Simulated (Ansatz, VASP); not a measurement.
## ScAl: VASP beside Ansatz

File INCAR:

```
ALGO     = Normal         # electronic algorithm
EDIFF    = 1E-7           # SCF threshold, eV
ENCUT    = 520            # plane-wave cutoff, eV
GGA      = PS             # functional
ISIF     = 2              # what is computed and relaxed
ISMEAR   = -1             # smearing method
LASPH    = True           # aspherical terms in the spheres
LCHARG   = False          # write CHGCAR
LREAL    = False          # projectors in reciprocal space
LWAVE    = False          # write WAVECAR
NBANDS   = 14             # bands
NELM     = 80             # most SCF steps
PREC     = Accurate       # precision mode
SIGMA    = 0.05           # smearing width, eV
```

The input KPOINTS:

```
k-points
0
Gamma
  12 12 12
```

The input POSCAR:

```
ScAl
1.0
    3.3446046997      0.0000000000      0.0000000000
    0.0000000000      3.3446046997      0.0000000000
    0.0000000000      0.0000000000      3.3446046997
Sc Al
1 1
Direct
    0.5000000000      0.5000000000      0.5000000000
    0.0000000000      0.0000000000      0.0000000000
```

Input for Ansatz:

```yaml
crystal:
  lattice:
    - [3.3446046997, 0.0, 0.0]
    - [0.0, 3.3446046997, 0.0]
    - [0.0, 0.0, 3.3446046997]
  atoms:
    - { symbol: Sc, position: [0.5, 0.5, 0.5] }
    - { symbol: Al, position: [0.0, 0.0, 0.0] }
kpoints:
  mp_grid: { grid: [12, 12, 12] }
  band_path:
    path:
      - [0.0, 0.0, 0.0]
      - [0.0, 0.5, 0.0]
      - [0.5, 0.5, 0.0]
      - [0.0, 0.0, 0.0]
      - [0.5, 0.5, 0.5]
      - [0.0, 0.5, 0.0]
      - [0.5, 0.5, 0.5]
      - [0.5, 0.5, 0.0]
    npoints: 14
scf:
  occupations: { method: fermi_dirac, width: 0.05 }
hamiltonian:
  xc: pbesol
  pseudopotentials: { kind: all_electron, lapw: { basis_error: 0.0005 } }
output:
  forces: true
  stress: true
  eigenvalues: true
  populations: true
```

Alike in both runs: task single point; functional PBEsol; k mesh 12 × 12 × 12; occupations fermi-dirac, width 0.05 eV; no spin polarisation.

```csv
,VASP,Ansatz
version,VASP 6.6.1,Ansatz 0.2.0
potentials or method,"VASP PAW PBE potentials, release 64 (Sc_sv, Al), cutoff 520 eV","all-electron LAPW, scalar-relativistic"
```

Ansatz gave:

* pressure (GPa): 0.0

**Question.** Which values does VASP return?

**Answer.** Pressure (GPa): 0.1.

VASP's potentials were made for PBE, not for PBEsol. Ansatz ran all-electron here, and VASP with PAW potentials.
